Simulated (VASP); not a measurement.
# AlN (CsCl type) (Pm-3m) in VASP: a series of runs

Runs on AlN (CsCl type). Level: PBE. Tasks: relaxation of cell and atoms.

Everything below comes from runs of VASP 6.6.1. Logs are shortened: lines on timing, memory, paths and dates and some standing lists are left out, and cuts for length are marked.

## Step 1: The cell of the first run

It takes space group Pm-3m (No. 221, cubic). Conventional cell: a = 2.451 Å, b = 2.451 Å, c = 2.451 Å, α = 90.00°, β = 90.00°, γ = 90.00°. Within 2.8 Å of Al (site symmetry m-3m) lie 8 N at 2.12 Å and 6 Al at 2.45 Å. Within 2.8 Å of N (site symmetry m-3m) lie 8 Al at 2.12 Å and 6 N at 2.45 Å.

## Step 2: Relaxation of cell and atoms, PBE, target pressure 21 GPa, at which the enthalpy is minimised

INCAR

```
SYSTEM = AlN
PREC = Accurate ; ENCUT = 600
EDIFF = 1E-6 ; ISMEAR = -1
SIGMA = 0.08 ; LREAL = .False.
LASPH = .True. ; NELM = 80
ALGO = Normal ; ISIF = 3
LWAVE = .False. ; LCHARG = .False.
GGA = PE ; IBRION = 2
NSW = 60 ; EDIFFG = -0.005
PSTRESS = 210.0
```

KPOINTS

```
Automatic mesh
0
Gamma
  14 14 14
  0 0 0
```

POSCAR

```
AlN
1.0
    2.4511596944      0.0000000000      0.0000000000
    0.0000000000      2.4511596944      0.0000000000
    0.0000000000      0.0000000000      2.4511596944
Al N
1 1
Direct
    0.0000000000      0.0000000000      0.0000000000
    0.5000000000      0.5000000000      0.5000000000
```

Potentials or basis: VASP PAW PBE potentials, release 64 (Al, N).

Run with:

```console
cat potpaw_PBE.64/Al/POTCAR potpaw_PBE.64/N/POTCAR > POTCAR
mpirun -np 1 vasp_std > vasp.out
```

OUTCAR:

```text
SYSTEM = AlN
   PREC = Accurate
   ENCUT = 600
   EDIFF = 1E-6
   ISMEAR = -1
   LREAL = .False.
   LASPH = .True.
   NELM = 80
   ISIF = 3
   GGA = PE
   IBRION = 2
   NSW = 60
   EDIFFG = -0.005
   PSTRESS = 210.0

 ion  position               nearest neighbor table
   1  0.000  0.000  0.000-   2 2.12   2 2.12   2 2.12   2 2.12   2 2.12   2 2.12   2 2.12   2 2.12

   2  0.500  0.500  0.500-   1 2.12   1 2.12   1 2.12   1 2.12   1 2.12   1 2.12   1 2.12   1 2.12

  LATTYP: Found a simple cubic cell.
 ALAT       =     2.4511596944

  Lattice vectors:

 A1 = (   2.4511596944,   0.0000000000,   0.0000000000)
 A2 = (   0.0000000000,   2.4511596944,   0.0000000000)
 A3 = (   0.0000000000,   0.0000000000,   2.4511596944)

Analysis of symmetry for initial positions (statically):
=====================================================================
 Subroutine PRICEL returns:
 Original cell was already a primitive cell.

 Routine SETGRP: Setting up the symmetry group for a
 simple cubic supercell.

 Subroutine GETGRP returns: Found 48 space group operations
 (whereof 48 operations were pure point group operations)
 out of a pool of 48 trial point group operations.

The static configuration has the point symmetry O_h .

Analysis of symmetry for dynamics (positions and initial velocities):
=====================================================================
 Subroutine PRICEL returns:
 Original cell was already a primitive cell.

 Routine SETGRP: Setting up the symmetry group for a
 simple cubic supercell.

 Subroutine GETGRP returns: Found 48 space group operations
 (whereof 48 operations were pure point group operations)
 out of a pool of 48 trial point group operations.

The dynamic configuration has the point symmetry O_h .

 Subroutine INISYM returns: Found 48 space group operations
 (whereof 48 operations are pure point group operations),
 and found     1 'primitive' translations

----------------------------------------------------------------------------------------

                                     Primitive cell

  volume of cell :      14.7270

  direct lattice vectors                    reciprocal lattice vectors
[... 96 lines left out ...]
   TEBEG  =    0.0;   TEEND  =   0.0 temperature during run
   PSTRESS=  210.0 pullay stress
   NELECT =       8.0000    total number of electrons
   NUPDOWN=      -1.0000    fix difference up-down
   EMIN   =  10.00;   EMAX   =-10.00  energy-range for DOS
   EFERMI =   0.00;   METHOD = LEGACY
   ISMEAR =    -1;   SIGMA  =   0.08  broadening in eV -4-tet -1-fermi 0-gaus
   EFERMI_NEDOS =   21; number of points for ismear=-14 and -15
   IALGO  =     38    algorithm
   IMIX   =      4    mixing-type and parameters
     AMIX     =   0.40;   BMIX     =  1.00
     AMIX_MAG =   1.60;   BMIX_MAG =  1.00
  volume/ion in A,a.u.               =       7.36        49.69
  Fermi-wavevector in a.u.,A,eV,Ry     =   1.335775  2.524248 24.276795  1.784294
  Thomas-Fermi vector in A             =   2.464453
   LORBIT       =      0    0 simple, 1 ext, 2 COOP (PROOUT), +10 PAW based schemes
   GGA     = PE    functional components
   LHFCALC =     F    Hartree Fock is set to
   AEXX    =    0.0000 exact exchange contribution
   IVDW    =     0    specifies the selected vdW correction
   LEPSILON=     F    determine dielectric tensor
   LRPA    =     F    only Hartree local field effects (RPA)
 conjugate gradient relaxation of ions
 non-spin polarized calculation
  energy-cutoff  :      600.00
  volume of cell :       14.73
 maximum number of plane-waves:       508
 NGX is ok and might be reduce to    20
   NGX =  9   NGY =  9   NGZ =  9

--------------------------------------- Ionic step        1  -------------------------------------------

 number of electron       8.0000000 magnetization

 Free energy of the ion-electron system (eV)
  ---------------------------------------------------
  ext. energy  EPLUGINS =         0.00000000
  ---------------------------------------------------
  free energy    TOTEN  =       -10.98543970 eV

  energy without entropy =      -10.97697930  energy(sigma->0) =      -10.98120950

------------------------ aborting loop because EDIFF is reached ----------------------------------------

  FORCE on cell =-STRESS in cart. coord.  units (eV):
  Direction    XX          YY          ZZ          XY          YZ          ZX
  --------------------------------------------------------------------------------------
  -------------------------------------------------------------------------------------
  Total        5.0206415      5.0206415      5.0206415     -0.0000000     -0.0000000      0.0000000
  in kB      546.2041251    546.2041251    546.2041251     -0.0000000     -0.0000000      0.0000000
  external PRESSURE =     336.2041251 kB  Pullay stress =     210.0000000 kB
[... 101 lines left out ...]
--------------------------------------- Ionic step        4  -------------------------------------------

 number of electron       8.0000002 magnetization

 Free energy of the ion-electron system (eV)
  ---------------------------------------------------
  ext. energy  EPLUGINS =         0.00000000
  ---------------------------------------------------
  free energy    TOTEN  =       -11.34362824 eV

  energy without entropy =      -11.33441258  energy(sigma->0) =      -11.33902041

 E-fermi :  11.9855     XC(G=0): -12.4950

 val. band max:       11.9217511028   @ k =   0.5000   0.3571   0.0714
 cond. band min:      12.0151385352   @ k =   0.4286   0.2857   0.0000
 fundamental gap:      0.0933874325
 Fermi energy:        11.9854843520

 k-point     1 :       0.0000    0.0000    0.0000
  band No.  band energies     occupation
      1      -7.1765      2.00000
      2      10.3193      2.00000
      3      10.3193      2.00000
      4      10.3193      2.00000
      5      13.7672      0.00000
      6      18.2314      0.00000
      7      18.2314      0.00000
      8      28.9611      0.00000
[... 243 lines left out ...]
 k-point    24 :       0.3571    0.2143    0.0000
  band No.  band energies     occupation
      1      -4.4017      2.00000
      2       3.4995      2.00000
      3       7.6291      2.00000
      4      11.5865      1.98645
      5      16.7477      0.00000
      6      18.6155      0.00000
      7      21.8507      0.00000
      8      26.0198      0.00000

 [... further k-points ...]

------------------------ aborting loop because EDIFF is reached ----------------------------------------

  FORCE on cell =-STRESS in cart. coord.  units (eV):
  Direction    XX          YY          ZZ          XY          YZ          ZX
  --------------------------------------------------------------------------------------
  -------------------------------------------------------------------------------------
  Total        2.1342488      2.1342488      2.1342488     -0.0000000      0.0000000     -0.0000000
  in kB      209.7851393    209.7851393    209.7851393     -0.0000000      0.0000000     -0.0000000
  external PRESSURE =      -0.2148607 kB  Pullay stress =     210.0000000 kB
[... 21 lines left out ...]
  energy  without entropy=      -11.3344125778  energy(sigma->0) =      -11.33902041

  enthalpy is  TOTEN    =        -9.2071935972 eV   P V=        2.1364346438

 reached required accuracy - stopping structural energy minimisation
```

CONTCAR:

```text
AlN
   1.00000000000000
     2.5354806459620054   -0.0000000000000000    0.0000000000000000
    -0.0000000000000000    2.5354806459620054    0.0000000000000000
    -0.0000000000000000   -0.0000000000000000    2.5354806459620054
  Al              N
     1     1
Direct
     0.0000000000000000    0.0000000000000000    0.0000000000000000
     0.5000000000000000    0.5000000000000000    0.5000000000000000

  0.00000000E+00  0.00000000E+00  0.00000000E+00
  0.00000000E+00  0.00000000E+00  0.00000000E+00
```

Run time: 28 s. Hardware: 1 thread of Intel Xeon 8259CL, shared host; peak memory 0.13 GiB.

Results:

* Free energy: -11.3436 eV
* Relaxed volume: 8.15 Å³/atom
* Relaxed cell: a = 2.535 Å, b = 2.535 Å, c = 2.535 Å, α = 90.00°, β = 90.00°, γ = 90.00°
* Space group after relaxing (to 0.1 Å): Pm-3m (No. 221)
* Energy change on relaxing (the run minimises the enthalpy): -179.1 meV/atom
* Ionic steps: 4
* Pressure after relaxing: 21.0 GPa
* Band gap on the k mesh: zero (bands 4 and 5 overlap by 1.00 eV)

Step by step:
```tsv
step	energy change (eV)	largest force (eV/Å)	pressure (GPa)	volume (Å³)
1	0.0000	0.0000	54.62	14.73
2	-0.4464	0.0000	-4.25	18.27
3	-0.3625	0.0000	20.48	16.33
4	-0.3582	0.0000	20.98	16.30
```

Final structure:
```cif
data_structure
_symmetry_space_group_name_H-M 'P 1'
_symmetry_Int_Tables_number 1
_cell_length_a 2.5355
_cell_length_b 2.5355
_cell_length_c 2.5355
_cell_angle_alpha 90.000
_cell_angle_beta 90.000
_cell_angle_gamma 90.000
_cell_volume 16.30
loop_
_atom_site_label
_atom_site_type_symbol
_atom_site_fract_x
_atom_site_fract_y
_atom_site_fract_z
_atom_site_occupancy
Al1 Al 0.00000 0.00000 0.00000 1
N1 N 0.50000 0.50000 0.50000 1
```

Levels at points of the mesh, in eV from the Fermi level:
| k point | band 2 | band 3 | band 4 | band 5 | band 6 | band 7 |
| --- | --- | --- | --- | --- | --- | --- |
| (0.00, 0.00, 0.00) | -1.67 | -1.67 | -1.67 | 1.78 | 6.25 | 6.25 |
| (0.50, 0.00, 0.00) | -10.82 | -0.56 | -0.56 | 5.37 | 8.29 | 10.19 |
| (0.50, 0.50, 0.00) | -7.83 | -7.83 | -1.40 | 0.58 | 10.33 | 10.33 |
| (0.50, 0.50, 0.50) | -5.43 | -5.43 | -5.43 | 1.52 | 1.52 | 1.52 |

Caveat: the cell is relaxed towards a set pressure, so the run minimises the enthalpy, not the energy.

## Step 3: Relaxation of cell and atoms, PBE, target pressure 21 GPa, at which the enthalpy is minimised

This run uses another cell than the first one, of 8.15 Å³/atom.

INCAR

```
  ALGO = Normal
  EDIFF = 1E-7
  EDIFFG = -0.005
  ENCUT = 600
  GGA = PE
  IBRION = 2
  ISIF = 3
  ISMEAR = -1
  LASPH = True
  LCHARG = False
  LREAL = False
  LWAVE = False
  NELM = 60
  NSW = 32
  PREC = Accurate
  PSTRESS = 210.0
  SIGMA = 0.08
```

KPOINTS

```
k-points
0
Gamma
  14 14 14
```

POSCAR

```
AlN
1.0
    2.5358632995      0.0000000000      0.0000000000
    0.0000000000      2.5358632995      0.0000000000
    0.0000000000      0.0000000000      2.5358632995
Al N
1 1
Direct
    0.0000000000      0.0000000000      0.0000000000
    0.5000000000      0.5000000000      0.5000000000
```

Potentials or basis: VASP PAW PBE potentials, release 64 (Al, N).

Run with:

```console
cat potpaw_PBE.64/Al/POTCAR potpaw_PBE.64/N/POTCAR > POTCAR
mpirun -np 1 vasp_std > vasp.out
```

Run time: 27 s. Hardware: 1 thread of Intel Xeon 8259CL, shared host; peak memory 0.13 GiB.

It converged, with:

| Property | Result |
| --- | --- |
| Free energy | -11.3450 eV |
| Relaxed volume | 8.15 Å³/atom |
| Relaxed cell | a = 2.535 Å, b = 2.535 Å, c = 2.535 Å, α = 90.00°, β = 90.00°, γ = 90.00° |
| Space group after relaxing (to 0.1 Å) | Pm-3m (No. 221) |
| Energy change on relaxing (the run minimises the enthalpy) | +0.9 meV/atom |
| Ionic steps | 3 |
| Pressure after relaxing | 21.0 GPa |
| Band gap on the k mesh | zero (bands 4 and 5 overlap by 1.00 eV) |

The path:
| step | energy change (eV) | largest force (eV/Å) | pressure (GPa) | volume (Å³) |
| --- | --- | --- | --- | --- |
| 1 | 0.0000 | 0.0000 | 20.76 | 16.31 |
| 2 | 0.0038 | 0.0000 | 21.25 | 16.28 |
| 3 | 0.0019 | 0.0000 | 21.00 | 16.29 |

Final structure:
```
Al N
1.0
     2.53511    0.00000    0.00000
     0.00000    2.53511    0.00000
     0.00000    0.00000    2.53511
Al N
1 1
Cartesian
  0.0000 0.0000 0.0000
  1.2676 1.2676 1.2676
```

Levels at points of the mesh, in eV from the Fermi level:
```tsv
k point	band 1	band 2	band 3	band 4	band 5	band 6	band 7	band 8
(0.00, 0.00, 0.00)	-19.17	-1.67	-1.67	-1.67	1.79	6.25	6.25	16.98
(0.50, 0.00, 0.00)	-16.26	-10.83	-0.56	-0.56	5.37	8.29	10.19	12.65
(0.50, 0.50, 0.00)	-13.96	-7.84	-7.84	-1.40	0.58	10.34	10.34	12.78
(0.50, 0.50, 0.50)	-11.90	-5.43	-5.43	-5.43	1.52	1.52	1.52	8.73
```

Caveat: the cell is relaxed towards a set pressure, so the run minimises the enthalpy, not the energy.

The gap in the log of VASP goes by the Fermi energy; the results here count the filled bands.